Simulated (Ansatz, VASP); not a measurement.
**One calculation of Co, two programs**

INCAR

```
PREC = Accurate ; ENCUT = 520
EDIFF = 1E-6 ; ISMEAR = -1
SIGMA = 0.05 ; LREAL = F
LASPH = T ; NELM = 150
ALGO = Normal ; ISIF = 2
LWAVE = F ; LCHARG = T
ISPIN = 2 ; MAGMOM = 2 2
LORBIT = 11 ; NUPDOWN = 4.0
LMAXMIX = 4 ; GGA = PS
LELF = T ; LVHAR = T
NBANDS = 20
```

File KPOINTS:

```
regular mesh
0
Gamma
  10 10 6
```

POSCAR

```
Co
1.0
    2.4873648738      0.0000000000      0.0000000000
   -1.2436824369      2.1541211692      0.0000000000
    0.0000000000      0.0000000000      4.0632895034
Co
2
Direct
    0.3333333333      0.6666666667      0.7401390000
    0.6666666667      0.3333333333      0.2598610000
```

Contents of input.yaml:

```yaml
crystal:
  lattice:
    - [2.4873648738, 0.0, 0.0]
    - [-1.2436824369, 2.1541211692, 0.0]
    - [0.0, 0.0, 4.0632895034]
  atoms:
    - { symbol: Co, position: [0.3333333333, 0.6666666667, 0.740139], spin: 2.0 }
    - { symbol: Co, position: [0.6666666667, 0.3333333333, 0.259861], spin: 2.0 }
hamiltonian:
  xc: pbesol
  pseudopotentials: { kind: paw }
magnetization:
  spin_polarized: true
  initial_magnetization: 4.0
  spin_locking: { lock_magnetization: hard }
kpoints:
  mp_grid: { grid: [10, 10, 6] }
scf:
  occupations: { method: fermi_dirac, width: 0.05 }
  lower_state_search: "off"
output:
  forces: true
  stress: true
  eigenvalues: true
```

Alike in both runs: task single point; functional PBEsol; k mesh 10 × 10 × 6; occupations fermi-dirac, width 0.05 eV; collinear spin; fixed moment 4 μB.

```csv
,VASP,Ansatz
version,VASP 6.6.1,Ansatz 0.2.0
potentials or method,"VASP PAW PBE potentials, release 64 (Co)",Ansatz PAW
plane-wave cutoff (eV),520,420
valence electrons in the cell,18,34
```

|  | VASP | Ansatz | Ansatz less VASP |
| --- | --- | --- | --- |
| pressure (GPa) | -2.3 | -1.6 | +0.67 |
| traceless stress, the component that is largest in VASP (GPa) | -0.33 | -0.13 | +0.199 |
| rms of the force components (eV/Å) | 0.265 | 0.284 | +0.0189 |
| net moment per atom (μB) | 2.00 | 2.00 | 0.000 |
| size of the moment on the site where the two differ most (μB) | 1.99 | 2.02 | +0.031 |

VASP's potentials were made for PBE, not for PBEsol. Site moments also hang on the region over which each program counts them. Atom by atom the forces differ by 0.019 eV/Å (rms over components). The functional is the same, so the differences come from potentials, cutoffs and numerics. VASP's potentials hold 18 valence electrons a cell and Ansatz's 34, so a difference there can come from the potentials and not from the codes.
